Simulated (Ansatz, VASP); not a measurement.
# V2N3: VASP beside Ansatz

```
V N
1.0
     2.81802    0.00000    0.00000
    -1.40901    2.44048    0.00000
     0.00000    0.00000    6.25706
V N
2 3
Direct
  0.66667 0.33333 0.29881
  0.33333 0.66667 0.70119
  0.00000 0.00000 0.50000
  0.00000 0.00000 0.10758
  0.00000 0.00000 0.89242
```

Alike in both runs: functional r2SCAN; k mesh 12 × 12 × 6; occupations gaussian, width 0.1 eV; collinear spin.

Ansatz relaxed the structure, and its values are those at the end. VASP's run is a single point on that final structure, the one shown.

|  | VASP | Ansatz |
| --- | --- | --- |
| version | VASP 6.6.1 | Ansatz 0.2.0 |
| potentials or method | VASP PAW PBE potentials, release 64 (V_sv, N), cutoff 520 eV | scalar-relativistic, plane waves, PAW |
| valence electrons in the cell | 41 | 41 |

```csv
,VASP,Ansatz,Ansatz less VASP
gap on the k mesh at the Fermi level (eV),none,none,-
pressure (GPa),-4.8,-4.8,+0.01
rms of the force components (eV/Å),0.149,0.000,-0.1485
net moment per atom (μB),0.00,0.19,+0.194
size of the moment on the site where the two differ most (μB),0.00,0.39,+0.390
```

The net moments are unlike, so the other rows may belong to different states. VASP's potentials were made for PBE, not for r2SCAN. Site moments also hang on the region over which each program counts them. A gap of «none» marks a metal or a gap that the smearing closes. Ansatz's warnings: stress scf threshold loose.
